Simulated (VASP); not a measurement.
Crystal: Sr3Pt.

```
CELL_PARAMETERS angstrom
5.63758 0.00000 0.00000
0.00000 5.63758 0.00000
0.00000 0.00000 5.63758
ATOMIC_POSITIONS crystal
Sr 0.50000 0.00000 0.00000
Sr 0.00000 0.50000 0.00000
Sr 0.00000 0.00000 0.50000
Pt 0.50000 0.50000 0.50000
```

| Quantity | Value |
| --- | --- |
| Program | VASP 6.6.1 |
| Task | relaxation of cell and atoms |
| Functional | PBE |
| Potentials or basis | VASP PAW PBE potentials, release 64 (Sr_sv, Pt) |
| Cutoff | 600 eV |
| k mesh | 8 × 8 × 8 |
| Occupations | gaussian, width 0.1 eV |
| Spin | no spin polarisation |

At the start: pressure -3.8 GPa; volume 44.79 Å³/atom.

**Question.** How do energy, volume and symmetry change on relaxing?

**Answer.** Over 4 steps the energy falls by 159.3 meV/atom and the volume is 34.08 Å³/atom (-23.9 %); space group Pm-3m (No. 221, to 0.1 Å) before and after.

The path:
```
step  energy change (eV)  largest force (eV/Å)  pressure (GPa)  volume (Å³)
   1              0.0000                0.0000           -3.82       179.18
   2             -0.5159                0.0000           -2.20       152.89
   3             -0.6345                0.0000           -0.39       138.88
   4             -0.6374                0.0000            0.04       136.33
```

Final structure:
```yaml
crystal:
  lattice:
    - [5.14669, 0.00000, 0.00000]
    - [0.00000, 5.14669, 0.00000]
    - [0.00000, 0.00000, 5.14669]
  atoms:
    - { symbol: Sr, position: [0.50000, 0.00000, 0.00000] }
    - { symbol: Sr, position: [0.00000, 0.50000, 0.00000] }
    - { symbol: Sr, position: [0.00000, 0.00000, 0.50000] }
    - { symbol: Pt, position: [0.50000, 0.50000, 0.50000] }
```

Caveat: the volume moved by over 15 % at a fixed basis, so the end points are rough.
